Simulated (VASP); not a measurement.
# Si (Fd-3m) in VASP: vibrations by perturbation theory with PBE

Aim: the vibrations by perturbation theory of Si with PBE.

Everything below comes from runs of VASP 6.6.1. Logs are shortened: lines on timing, memory, paths and dates and some standing lists are left out, and cuts for length are marked.

**1. The cell of the first run**

Symmetry: Fd-3m, No. 227, cubic system. Conventional cell: a = 5.470 Å, b = 5.470 Å, c = 5.470 Å, α = 90.00°, β = 90.00°, γ = 90.00°. Within 3.1 Å of Si (site symmetry -43m) lie 4 Si at 2.37 Å.

**2. Vibrations by perturbation theory, PBE**

The input, INCAR:

```
SYSTEM = Si
PREC = Accurate
ENCUT = 500
EDIFF = 1E-8
ISMEAR = 0
SIGMA = 0.01
LREAL = .FALSE.
LASPH = .TRUE.
NELM = 120
ALGO = Normal
ISIF = 2
LWAVE = .FALSE.
LCHARG = .FALSE.
GGA = PE
IBRION = 8
NSW = 1
GGA_COMPAT = .FALSE.
```

The input, KPOINTS:

```
Automatic mesh
0
G
  12 12 12
  0 0 0
```

The input, POSCAR:

```
Si
1.0
    0.0000000000      2.7348399719      2.7348399719
    2.7348399719      0.0000000000      2.7348399719
    2.7348399719      2.7348399719      0.0000000000
Si
2
Direct
    0.7500000000      0.7500000000      0.7500000000
    0.5000000000      0.5000000000      0.5000000000
```

Potentials or basis: VASP PAW PBE potentials, release 64 (Si).

On the command line:

```bash
cat potpaw_PBE.64/Si/POTCAR > POTCAR
mpirun -np 1 vasp_std > vasp.out
```

OUTCAR:

```text
SYSTEM = Si
   PREC = Accurate
   ENCUT = 500
   EDIFF = 1E-8
   ISMEAR = 0
   LREAL = .FALSE.
   LASPH = .TRUE.
   NELM = 120
   ISIF = 2
   GGA = PE
   IBRION = 8
   NSW = 1

 ion  position               nearest neighbor table
   1  0.750  0.750  0.750-   2 2.37   2 2.37   2 2.37   2 2.37
   2  0.500  0.500  0.500-   1 2.37   1 2.37   1 2.37   1 2.37

  LATTYP: Found a face centered cubic cell.
 ALAT       =     5.4696799438

  Lattice vectors:

 A1 = (   0.0000000000,   2.7348399719,   2.7348399719)
 A2 = (   2.7348399719,   0.0000000000,   2.7348399719)
 A3 = (   2.7348399719,   2.7348399719,   0.0000000000)

Analysis of symmetry for initial positions (statically):
=====================================================================
 Subroutine PRICEL returns:
 Original cell was already a primitive cell.

 Routine SETGRP: Setting up the symmetry group for a
 face centered cubic supercell.

 Subroutine GETGRP returns: Found 48 space group operations
 (whereof 24 operations were pure point group operations)
 out of a pool of 48 trial point group operations.

The static configuration has the point symmetry T_d .
 The point group associated with its full space group is O_h .

Analysis of symmetry for dynamics (positions and initial velocities):
=====================================================================
 Subroutine PRICEL returns:
 Original cell was already a primitive cell.

 Routine SETGRP: Setting up the symmetry group for a
 face centered cubic supercell.

 Subroutine GETGRP returns: Found 48 space group operations
 (whereof 24 operations were pure point group operations)
 out of a pool of 48 trial point group operations.

The dynamic configuration has the point symmetry T_d .
 The point group associated with its full space group is O_h .

 Subroutine INISYM returns: Found 48 space group operations
 (whereof 24 operations are pure point group operations),
 and found     1 'primitive' translations

----------------------------------------------------------------------------------------

                                     Primitive cell

  volume of cell :      40.9096

  direct lattice vectors                    reciprocal lattice vectors
     0.000000000  2.734839972  2.734839972    -0.182826054  0.182826054  0.182826054
     2.734839972  0.000000000  2.734839972     0.182826054 -0.182826054  0.182826054
     2.734839972  2.734839972  0.000000000     0.182826054  0.182826054 -0.182826054

  length of vectors
     3.867647779  3.867647779  3.867647779     0.316664014  0.316664014  0.316664014

  position of ions in fractional coordinates (direct lattice)
     0.750000000  0.750000000  0.750000000
     0.500000000  0.500000000  0.500000000

  ion indices of the primitive-cell ions
   primitive index   ion index
                 1           1
                 2           2

----------------------------------------------------------------------------------------

 KPOINTS: Automatic mesh

Automatic generation of k-mesh.
 Grid dimensions read from file:
 generate k-points for:   12   12   12

 Generating k-lattice:

  Cartesian coordinates                     Fractional coordinates (reciprocal lattice)
    -0.015235504  0.015235504  0.015235504     0.083333333  0.000000000  0.000000000
     0.015235504 -0.015235504  0.015235504     0.000000000  0.083333333  0.000000000
     0.015235504  0.015235504 -0.015235504     0.000000000  0.000000000  0.083333333

  Length of vectors
     0.026388668  0.026388668  0.026388668

  Shift w.r.t. Gamma in fractional coordinates (k-lattice)
     0.000000000  0.000000000  0.000000000

[... 83 lines left out ...]
  energy-cutoff  :      500.00
  volume of cell :       40.91
 maximum number of plane-waves:      1056
   NGX = 15   NGY = 15   NGZ = 15

--------------------------------------- Ionic step        1  -------------------------------------------

 number of electron       8.0000000 magnetization

 Free energy of the ion-electron system (eV)
  ---------------------------------------------------
  ext. energy  EPLUGINS =         0.00000000
  ---------------------------------------------------
  free energy    TOTEN  =       -10.84976214 eV

  energy without entropy =      -10.84976214  energy(sigma->0) =      -10.84976214

 E-fermi :   5.7127     XC(G=0):  -9.3253

 val. band max:        5.6106950473   @ k =   0.0000   0.0000   0.0000
 cond. band min:       6.2219662523   @ k =   0.4167   0.4167   0.0000
 fundamental gap:      0.6112712049
 Fermi energy:         5.7126576221

 k-point     1 :       0.0000    0.0000    0.0000
  band No.  band energies     occupation
      1      -6.2004      2.00000
      2       5.6107      2.00000
      3       5.6107      2.00000
      4       5.6107      2.00000
      5       8.1675      0.00000
      6       8.1675      0.00000
      7       8.1675      0.00000
      8       8.7386      0.00000
[... 243 lines left out ...]
 k-point    24 :      -0.4167    0.1667    0.0000
  band No.  band energies     occupation
      1      -3.6530      2.00000
      2      -1.0659      2.00000
      3       2.6724      2.00000
      4       4.0503      2.00000
      5       7.7857      0.00000
      6       9.6308      0.00000
      7       9.9930      0.00000
      8      13.5057      0.00000

 [... further k-points ...]

------------------------ aborting loop because EDIFF is reached ----------------------------------------

  FORCE on cell =-STRESS in cart. coord.  units (eV):
  Direction    XX          YY          ZZ          XY          YZ          ZX
  --------------------------------------------------------------------------------------
  -------------------------------------------------------------------------------------
  Total       -0.0138586     -0.0138586     -0.0138586      0.0000000      0.0000000     -0.0000000
  in kB       -0.5427566     -0.5427566     -0.5427566      0.0000000      0.0000000     -0.0000000
  external PRESSURE =      -0.5427566 kB  Pullay stress =       0.0000000 kB

 VOLUME and BASIS-vectors are now :
 -----------------------------------------------------------------------------
  energy-cutoff  :      500.00
  volume of cell :       40.91
      direct lattice vectors                 reciprocal lattice vectors
     0.000000000  2.734839972  2.734839972    -0.182826054  0.182826054  0.182826054
     2.734839972  0.000000000  2.734839972     0.182826054 -0.182826054  0.182826054
     2.734839972  2.734839972  0.000000000     0.182826054  0.182826054 -0.182826054

 POSITION                                       TOTAL-FORCE (eV/Angst)
 -----------------------------------------------------------------------------------
      4.10226      4.10226      4.10226         0.000000      0.000000      0.000000
      2.73484      2.73484      2.73484        -0.000000     -0.000000     -0.000000
 -----------------------------------------------------------------------------------
    total drift:                                0.000000      0.000000     -0.000000

  FREE ENERGIE OF THE ION-ELECTRON SYSTEM (eV)
  ---------------------------------------------------
  free  energy   TOTEN  =       -10.8497621395 eV

  energy  without entropy=      -10.8497621395  energy(sigma->0) =      -10.84976214

[... ionic steps 2 to 3 ...]

--------------------------------------- Ionic step        4  -------------------------------------------

 Free energy of the ion-electron system (eV)
  ---------------------------------------------------
  ---------------------------------------------------
  free energy    TOTEN  =        -0.01735085 eV

  energy without entropy =       -0.01735085

------------------------ aborting loop because EDIFF is reached ----------------------------------------

 INTERNAL STRAIN TENSOR  FOR ION    1  DIRECTION 1   (eV/Angst):
 -----------------------------------------------------------------------------
     0.00308  0.00000  0.00000
     0.00000 -0.00081 -8.73293
     0.00000 -8.73293 -0.00081

 INTERNAL STRAIN TENSOR FOR ION    2 for displacements in x,y,z  (eV/Angst):
          X           Y           Z          XY          YZ          ZX
  --------------------------------------------------------------------------------
  x    -0.00000    -0.00000    -0.00000     0.00000     8.73293     0.00000
  y    -0.00000    -0.00000    -0.00000     0.00000     0.00000     8.73293
  z    -0.00000    -0.00000    -0.00000     8.73293     0.00000     0.00000

 SECOND DERIVATIVES (NOT SYMMETRIZED)
 ------------------------------------
               1X          1Y          1Z          2X          2Y          2Z
  1X   -13.030643    0.000000    0.000000   13.030643    0.000000    0.000000
  1Y     0.000000  -13.030643    0.000000    0.000000   13.030643    0.000000
  1Z     0.000000    0.000000  -13.030643    0.000000    0.000000   13.030643
  2X    13.030643    0.000000    0.000000  -13.030643    0.000000    0.000000
  2Y     0.000000   13.030643    0.000000    0.000000  -13.030643    0.000000
  2Z     0.000000    0.000000   13.030643    0.000000    0.000000  -13.030643

 Eigenvectors and eigenvalues of the dynamical matrix
 ----------------------------------------------------

   1 f  =   15.059531 THz    94.621821 2PiTHz  502.331868 cm-1    62.281186 meV
             X         Y         Z           dx          dy          dz
      4.102260  4.102260  4.102260     0.707107   -0.000000   -0.000000
      2.734840  2.734840  2.734840    -0.707107   -0.000000   -0.000000
[... 11 lines left out ...]
   4 f  =    0.000000 THz     0.000001 2PiTHz    0.000007 cm-1     0.000001 meV
             X         Y         Z           dx          dy          dz
      4.102260  4.102260  4.102260    -0.012629    0.249555   -0.661485
      2.734840  2.734840  2.734840    -0.012629    0.249555   -0.661485

   5 f/i=    0.000000 THz     0.000001 2PiTHz    0.000004 cm-1     0.000000 meV
             X         Y         Z           dx          dy          dz
      4.102260  4.102260  4.102260     0.670335    0.214498    0.068125
      2.734840  2.734840  2.734840     0.670335    0.214498    0.068125

   6 f/i=    0.000000 THz     0.000001 2PiTHz    0.000007 cm-1     0.000001 meV
             X         Y         Z           dx          dy          dz
      4.102260  4.102260  4.102260     0.224702   -0.625870   -0.240409
      2.734840  2.734840  2.734840     0.224702   -0.625870   -0.240409

--------------------------------------------------------------------------------------------------------

 ELASTIC MODULI CONTR FROM IONIC RELAXATION (kBar)
 Direction    XX          YY          ZZ          XY          YZ          ZX
 --------------------------------------------------------------------------------
 XX          -0.0000     -0.0000     -0.0000      0.0000      0.0000      0.0000
 YY          -0.0000     -0.0000     -0.0000      0.0000      0.0000      0.0000
 ZZ          -0.0000     -0.0000     -0.0000      0.0000      0.0000      0.0000
 XY           0.0000      0.0000      0.0000   -229.2128      0.0000      0.0000
 YZ           0.0000      0.0000      0.0000      0.0000   -229.2128      0.0000
 ZX           0.0000      0.0000      0.0000      0.0000      0.0000   -229.2128
 --------------------------------------------------------------------------------
```

Wall time 51 s (1 thread of Intel Xeon 6975P-C (Granite Rapids), shared host); peak memory 0.29 GiB.

What came out:

* Highest phonon frequency at Γ: 502 cm⁻¹

Phonon frequencies in cm⁻¹ (negative: imaginary):
| q point | frequencies |
| --- | --- |
| (0.000, 0.000, 0.000) | 0 0 0 502 502 502 |
